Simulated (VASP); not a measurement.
# GaN (F-43m) in VASP: a series of runs

Runs on GaN. Level: PBEsol. Tasks: elastic constants.

Program: VASP 6.6.1. These are calculated values, not measurements. Logs are shortened: lines on timing, memory, paths and dates and some standing lists are left out, and cuts for length are marked.

## 1. The cell of the first run

It takes space group F-43m (No. 216, cubic). The conventional cell has a = 4.447 Å, b = 4.447 Å, c = 4.447 Å, α = 90.00°, β = 90.00°, γ = 90.00°. Ga (site symmetry -43m) has 4 N at 1.93 Å within 2.6 Å. N (site symmetry -43m) has 4 Ga at 1.93 Å within 2.6 Å.

## 2. Elastic constants, PBEsol

The input, INCAR:

```
SYSTEM = GaN
  PREC = Accurate
  ENCUT = 600
  EDIFF = 1E-8
  ISMEAR = 0
  SIGMA = 0.01
  LREAL = .False.
  LASPH = .True.
  NELM = 100
  ALGO = Normal
  ISIF = 3
  LWAVE = .False.
  LCHARG = .False.
  GGA = PS
  IBRION = 6
  NFREE = 2
  POTIM = 0.015
  NSW = 1
```

The input, KPOINTS:

```
regular mesh
0
Gamma
  10 10 10
  0 0 0
```

The input, POSCAR:

```
GaN
1.0
    0.0000000000      2.2233497757      2.2233497757
    2.2233497757      0.0000000000      2.2233497757
    2.2233497757      2.2233497757      0.0000000000
Ga N
1 1
Direct
    0.0000000000      0.0000000000      0.0000000000
    0.2500000000      0.2500000000      0.2500000000
```

Potentials or basis: VASP PAW PBE potentials, release 64 (Ga_d, N).

The run is started by

```console
cat potpaw_PBE.64/Ga_d/POTCAR potpaw_PBE.64/N/POTCAR > POTCAR
mpirun -np 1 vasp_std > vasp.out
```

OUTCAR:

```text
SYSTEM = GaN
   PREC = Accurate
   ENCUT = 600
   EDIFF = 1E-8
   ISMEAR = 0
   LREAL = .False.
   LASPH = .True.
   NELM = 100
   ISIF = 3
   GGA = PS
   IBRION = 6
   NFREE = 2
   POTIM = 0.015
   NSW = 1

 ion  position               nearest neighbor table
   1  0.000  0.000  0.000-   2 1.93   2 1.93   2 1.93   2 1.93
   2  0.250  0.250  0.250-   1 1.93   1 1.93   1 1.93   1 1.93

  LATTYP: Found a face centered cubic cell.
 ALAT       =     4.4466995514

  Lattice vectors:

 A1 = (   0.0000000000,   2.2233497757,   2.2233497757)
 A2 = (   2.2233497757,   0.0000000000,   2.2233497757)
 A3 = (   2.2233497757,   2.2233497757,   0.0000000000)

Analysis of symmetry for initial positions (statically):
=====================================================================
 Subroutine PRICEL returns:
 Original cell was already a primitive cell.

 Routine SETGRP: Setting up the symmetry group for a
 face centered cubic supercell.

 Subroutine GETGRP returns: Found 24 space group operations
 (whereof 24 operations were pure point group operations)
 out of a pool of 48 trial point group operations.

The static configuration has the point symmetry T_d .

Analysis of symmetry for dynamics (positions and initial velocities):
=====================================================================
 Subroutine PRICEL returns:
 Original cell was already a primitive cell.

 Routine SETGRP: Setting up the symmetry group for a
 face centered cubic supercell.

 Subroutine GETGRP returns: Found 24 space group operations
 (whereof 24 operations were pure point group operations)
 out of a pool of 48 trial point group operations.

The dynamic configuration has the point symmetry T_d .

 Subroutine INISYM returns: Found 24 space group operations
 (whereof 24 operations are pure point group operations),
 and found     1 'primitive' translations

----------------------------------------------------------------------------------------

                                     Primitive cell

  volume of cell :      21.9813

  direct lattice vectors                    reciprocal lattice vectors
     0.000000000  2.223349776  2.223349776    -0.224885893  0.224885893  0.224885893
     2.223349776  0.000000000  2.223349776     0.224885893 -0.224885893  0.224885893
     2.223349776  2.223349776  0.000000000     0.224885893  0.224885893 -0.224885893

  length of vectors
     3.144291407  3.144291407  3.144291407     0.389513793  0.389513793  0.389513793

  position of ions in fractional coordinates (direct lattice)
     0.000000000  0.000000000  0.000000000
     0.250000000  0.250000000  0.250000000

  ion indices of the primitive-cell ions
   primitive index   ion index
                 1           1
                 2           2

----------------------------------------------------------------------------------------

 KPOINTS: regular mesh

Automatic generation of k-mesh.
 Grid dimensions read from file:
 generate k-points for:   10   10   10

 Generating k-lattice:

  Cartesian coordinates                     Fractional coordinates (reciprocal lattice)
    -0.022488589  0.022488589  0.022488589     0.100000000  0.000000000  0.000000000
[... 112 lines left out ...]

  FORCE on cell =-STRESS in cart. coord.  units (eV):
  Direction    XX          YY          ZZ          XY          YZ          ZX
  --------------------------------------------------------------------------------------
  -------------------------------------------------------------------------------------
  Total        0.9019794      0.9019794      0.9019794      0.0000000     -0.0000000      0.0000000
  in kB       65.7436514     65.7436514     65.7436514      0.0000000     -0.0000000      0.0000000
  external PRESSURE =      65.7436514 kB  Pullay stress =       0.0000000 kB
[... 89 lines left out ...]
  FREE ENERGIE OF THE ION-ELECTRON SYSTEM (eV)
  ---------------------------------------------------
  free  energy   TOTEN  =       -13.0905184596 eV

  energy  without entropy=      -13.0905184596  energy(sigma->0) =      -13.09051846

[... ionic steps 4 to 14 ...]

--------------------------------------- Ionic step       15  -------------------------------------------

 number of electron      18.0000000 magnetization

------------------------ aborting loop because EDIFF is reached ----------------------------------------
[... 67 lines left out ...]
--------------------------------------- Ionic step       17  -------------------------------------------

 number of electron      18.0000000 magnetization

 Free energy of the ion-electron system (eV)
  ---------------------------------------------------
  ext. energy  EPLUGINS =         0.00000000
  ---------------------------------------------------
  free energy    TOTEN  =       -13.10713636 eV

  energy without entropy =      -13.10713636  energy(sigma->0) =      -13.10713636

 E-fermi :   5.7452     XC(G=0): -12.1206

 val. band max:        5.6285793628   @ k =   0.0000   0.0000   0.0000
 cond. band min:       7.5417300266   @ k =   0.0000   0.0000   0.0000
 fundamental gap:      1.9131506638
 Fermi energy:         5.7451575043

 k-point     1 :       0.0000    0.0000    0.0000
  band No.  band energies     occupation
      1     -10.6908      2.00000
      2      -7.8541      2.00000
      3      -7.8475      2.00000
      4      -7.8419      2.00000
      5      -7.4792      2.00000
      6      -7.4791      2.00000
      7       5.5703      2.00000
      8       5.6009      2.00000
      9       5.6286      2.00000
     10       7.5417      0.00000
     11      16.0327      0.00000
     12      16.0548      0.00000
     13      16.0794      0.00000
[... 354 lines left out ...]
  band No.  band energies     occupation
      1      -9.5412      2.00000
      2      -7.7123      2.00000
      3      -7.5913      2.00000
      4      -7.5889      2.00000
      5      -7.4102      2.00000
      6      -6.6142      2.00000
      7       0.4354      2.00000
      8       2.9862      2.00000
      9       3.3058      2.00000
     10      10.0049      0.00000
     11      12.9666      0.00000
     12      16.4928      0.00000
     13      18.7487      0.00000

 [... further k-points ...]

------------------------ aborting loop because EDIFF is reached ----------------------------------------

  FORCE on cell =-STRESS in cart. coord.  units (eV):
  Direction    XX          YY          ZZ          XY          YZ          ZX
  --------------------------------------------------------------------------------------
  -------------------------------------------------------------------------------------
  Total        0.9012734      0.9063231      0.9063231      0.0000000      0.1523395      0.0000000
  in kB       65.6921916     66.0602602     66.0602602      0.0000000     11.1037553      0.0000000
  external PRESSURE =      65.9375706 kB  Pullay stress =       0.0000000 kB
[... 17 lines left out ...]
  FREE ENERGIE OF THE ION-ELECTRON SYSTEM (eV)
  ---------------------------------------------------
  free  energy   TOTEN  =       -13.1071363587 eV

  energy  without entropy=      -13.1071363587  energy(sigma->0) =      -13.10713636

 INTERNAL STRAIN TENSORS FROM STRAINED CELLS
 ============================================

 INTERNAL STRAIN TENSOR FOR ION    1 for displacements in x,y,z  (eV/Angst):
          X           Y           Z          XY          YZ          ZX
  --------------------------------------------------------------------------------
  x     0.00000    -0.00000    -0.00000     0.00000    10.15436     0.00000
  y    -0.00000    -0.00000    -0.00000     0.00000     0.00000    10.15574
  z    -0.00000    -0.00000    -0.00000    10.15265     0.00000     0.00000

 INTERNAL STRAIN TENSORS FROM DISPLACED ATOMS
 ============================================

 INTERNAL STRAIN TENSOR FOR ION    1 for displacements in x,y,z  (eV/Angst):
          X           Y           Z          XY          YZ          ZX
  --------------------------------------------------------------------------------
  x     0.00000     0.00000     0.00000     0.00000    10.15316     0.00000
  y     0.00000     0.00000     0.00000     0.00000     0.00000    10.15316
  z     0.00000     0.00000     0.00000    10.15316     0.00000     0.00000

 INTERNAL STRAIN TENSOR FOR ION    2 for displacements in x,y,z  (eV/Angst):
          X           Y           Z          XY          YZ          ZX
  --------------------------------------------------------------------------------
  x     0.00000    -0.00000    -0.00000     0.00000   -10.15464     0.00000
  y     0.00000     0.00000     0.00000     0.00000     0.00000   -10.15464
  z    -0.00000    -0.00000     0.00000   -10.15464     0.00000     0.00000

 Eigenvectors and eigenvalues of the dynamical matrix
 ----------------------------------------------------

   1 f  =   16.816877 THz   105.663558 2PiTHz  560.950652 cm-1    69.548986 meV
             X         Y         Z           dx          dy          dz
      0.000000  0.000000  0.000000     0.000000    0.000000   -0.408965
      1.111675  1.111675  1.111675     0.000000    0.000000    0.912550
[... 21 lines left out ...]
   6 f/i=    0.000541 THz     0.003401 2PiTHz    0.018057 cm-1     0.002239 meV
             X         Y         Z           dx          dy          dz
      0.000000  0.000000  0.000000    -0.058180    0.491216   -0.766857
      1.111675  1.111675  1.111675    -0.026074    0.220141   -0.343672

--------------------------------------------------------------------------------------------------------

 ELASTIC MODULI CONTR FROM IONIC RELAXATION (kBar)
 Direction    XX          YY          ZZ          XY          YZ          ZX
 --------------------------------------------------------------------------------
 XX          -0.0000     -0.0000     -0.0000     -0.0000     -0.0000      0.0000
 YY          -0.0000     -0.0000     -0.0000     -0.0000     -0.0000     -0.0000
 ZZ          -0.0000     -0.0000     -0.0000     -0.0000     -0.0000      0.0000
 XY          -0.0000     -0.0000     -0.0000   -556.9593      0.0000      0.0000
 YZ          -0.0000     -0.0000     -0.0000      0.0000   -556.9593      0.0000
 ZX           0.0000     -0.0000      0.0000      0.0000      0.0000   -556.9593
 --------------------------------------------------------------------------------

 TOTAL ELASTIC MODULI (kBar)
 Direction    XX          YY          ZZ          XY          YZ          ZX
 --------------------------------------------------------------------------------
 XX        2891.0740   1692.5508   1692.5508     -0.0000     -0.0000      0.0000
 YY        1692.5508   2891.0740   1692.5508     -0.0000     -0.0000      0.0000
 ZZ        1692.5508   1692.5508   2891.0740     -0.0000     -0.0000      0.0000
 XY          -0.0000     -0.0000     -0.0000   1577.4623      0.0000      0.0000
 YZ          -0.0000     -0.0000     -0.0000      0.0000   1577.4623      0.0000
 ZX           0.0000      0.0000      0.0000      0.0000      0.0000   1577.4623
 --------------------------------------------------------------------------------
```

Wall time 8.9 min (1 thread of Intel Xeon Platinum 8488C (Sapphire Rapids), shared host); peak memory 0.32 GiB.

What came out:

| Item | Value |
| --- | --- |
| Elastic constants C11, C12, C44 | 289, 169, 158 GPa |
| Voigt bulk modulus | 209 GPa |
| Highest phonon frequency at Γ, LO-TO splitting left out | 561 cm⁻¹ |

Phonon frequencies in cm⁻¹ (negative: imaginary):
| q point | frequencies |
| --- | --- |
| (0.000, 0.000, 0.000) | 0 0 0 561 561 561 |

Elastic tensor in Voigt notation (GPa, in the Cartesian axes of the cell as first typed):
```
289 169 169   0   0   0
169 289 169   0   0   0
169 169 289   0   0   0
  0   0   0 158   0   0
  0   0   0   0 158   0
  0   0   0   0   0 158
```

Clamped-ion elastic tensor (GPa):
```
289 169 169   0   0   0
169 289 169   0   0   0
169 169 289   0   0   0
  0   0   0 213   0   0
  0   0   0   0 213   0
  0   0   0   0   0 213
```

Caveat: the cell is under stress, which shifts elastic constants; the PAW data sets were made with another functional, which shifts forces and pressure a little.

## 3. Elastic constants, PBEsol

This run uses another cell than the first one, of 11.15 Å³/atom, 1.014 times its volume.

The input, INCAR:

```
SYSTEM = GaN
PREC     = Accurate       ! precision mode
ENCUT    = 600            ! plane-wave cutoff, eV
EDIFF    = 1E-8           ! SCF threshold, eV
ISMEAR   = 0              ! smearing method
SIGMA    = 0.01           ! smearing width, eV
LREAL    = .FALSE.        ! projectors in reciprocal space
LASPH    = .TRUE.         ! aspherical terms in the spheres
NELM     = 100            ! most SCF steps
ALGO     = Normal         ! electronic algorithm
ISIF     = 3              ! what is computed and relaxed
LWAVE    = .FALSE.        ! write WAVECAR
LCHARG   = .FALSE.        ! write CHGCAR
GGA      = PS             ! functional
IBRION   = 6              ! ionic algorithm
NFREE    = 2            
POTIM    = 0.015          ! step
NSW      = 1              ! ionic steps
```

The input, KPOINTS:

```
Automatic mesh
0
G
  10 10 10
  0 0 0
```

The input, POSCAR:

```
GaN
1.0
    0.0000000000      2.2340049731      2.2340049731
    2.2340049731      0.0000000000      2.2340049731
    2.2340049731      2.2340049731      0.0000000000
Ga N
1 1
Direct
    0.0000000000      0.0000000000      0.0000000000
    0.2500000000      0.2500000000      0.2500000000
```

Potentials or basis: VASP PAW PBE potentials, release 64 (Ga_d, N).

The run is started by

```console
cat potpaw_PBE.64/Ga_d/POTCAR potpaw_PBE.64/N/POTCAR > POTCAR
mpirun -np 1 vasp_std > vasp.out
```

Wall time 9.4 min (1 thread of Intel Xeon Platinum 8488C (Sapphire Rapids), shared host); peak memory 0.32 GiB.

It converged, with:

- Elastic constants C11, C12, C44: 281, 159, 156 GPa
- Voigt bulk modulus: 200 GPa
- Highest phonon frequency at Γ, LO-TO splitting left out: 549 cm⁻¹

Phonon frequencies in cm⁻¹ (negative: imaginary):
```tsv
q point	frequencies
(0.000, 0.000, 0.000)	0 0 0 549 549 549
```

Elastic tensor in Voigt notation (GPa, in the Cartesian axes of the cell as first typed):
```
281 159 159   0   0   0
159 281 159   0   0   0
159 159 281   0   0   0
  0   0   0 156   0   0
  0   0   0   0 156   0
  0   0   0   0   0 156
```

Clamped-ion elastic tensor (GPa):
```
281 159 159   0   0   0
159 281 159   0   0   0
159 159 281   0   0   0
  0   0   0 204   0   0
  0   0   0   0 204   0
  0   0   0   0   0 204
```

Caveat: the cell is under stress, which shifts elastic constants; the PAW data sets were made with another functional, which shifts forces and pressure a little.
